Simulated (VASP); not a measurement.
A run of VASP 6.6.1 is set up as follows.

File INCAR:

```
PREC     = Accurate       # precision mode
ENCUT    = 500            # plane-wave cutoff, eV
EDIFF    = 1E-7           # SCF threshold, eV
ISMEAR   = -1             # smearing method
SIGMA    = 0.1            # smearing width, eV
LREAL    = False          # projectors in reciprocal space
LASPH    = True           # aspherical terms in the spheres
NELM     = 120            # most SCF steps
ALGO     = Normal         # electronic algorithm
ISIF     = 3              # what is computed and relaxed
LWAVE    = False          # write WAVECAR
LCHARG   = False          # write CHGCAR
GGA      = PE             # functional
IBRION   = 2              # ionic algorithm
NSW      = 60             # ionic steps
EDIFFG   = -0.03          # ionic threshold
PSTRESS  = 450.0        
GGA_COMPAT= False        
NELMIN   = 4
```

File KPOINTS:

```
Automatic mesh
0
Gamma
  20 20 20
```

File POSCAR:

```
Ag
1.0
   -1.6200000000      1.6200000000      1.6200000000
    1.6200000000     -1.6200000000      1.6200000000
    1.6200000000      1.6200000000     -1.6200000000
Ag
1
Direct
    0.0000000000      0.0000000000      0.0000000000
```

Potentials or basis: VASP PAW PBE potentials, release 64 (Ag).

Run with:

```bash
$ cat potpaw_PBE.64/Ag/POTCAR > POTCAR
$ mpirun -np 1 vasp_std > vasp.out
```

(1) Estimate the relaxed volume.

(2) What does it give for the relaxed cell?

## Answers

(1) 13.98 Å³/atom.

(2) a = 2.628 Å, b = 2.628 Å, c = 2.628 Å, α = 109.47°, β = 109.47°, γ = 109.47°.

Caveat: the cell is relaxed towards a set pressure, so the run minimises the enthalpy, not the energy; the volume moved by over 15 % at a fixed basis, so the end points are rough.
